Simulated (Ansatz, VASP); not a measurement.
**CdTe in VASP and in Ansatz**

```
CELL_PARAMETERS angstrom
0.00000 3.30868 3.30868
3.30868 0.00000 3.30868
3.30868 3.30868 0.00000
ATOMIC_POSITIONS crystal
Cd 0.00000 0.00000 0.00000
Te 0.25000 0.25000 0.25000
```

Alike in both runs: functional PBE; k mesh 9 × 9 × 9; occupations fermi-dirac, width 0.05 eV; no spin polarisation.

Ansatz relaxed the structure, and its values are those at the end. VASP's run is a single point on that final structure, the one shown.

|  | VASP | Ansatz |
| --- | --- | --- |
| version | VASP 6.6.1 | Ansatz 0.2.0 |
| potentials or method | VASP PAW PBE potentials, release 64 (Cd, Te) | PAW with Ansatz's default frozen-core files, scalar-relativistic |
| plane-wave cutoff (eV) | 520 | 420 |
| valence electrons in the cell | 18 | 36 |

|  | VASP | Ansatz | Ansatz less VASP |
| --- | --- | --- | --- |
| pressure (GPa) | 0.1 | 0.0 | -0.10 |

VASP's potentials hold 18 valence electrons a cell and Ansatz's 36, so a difference there can come from the potentials and not from the codes.

Neither program's run includes spin-orbit coupling.
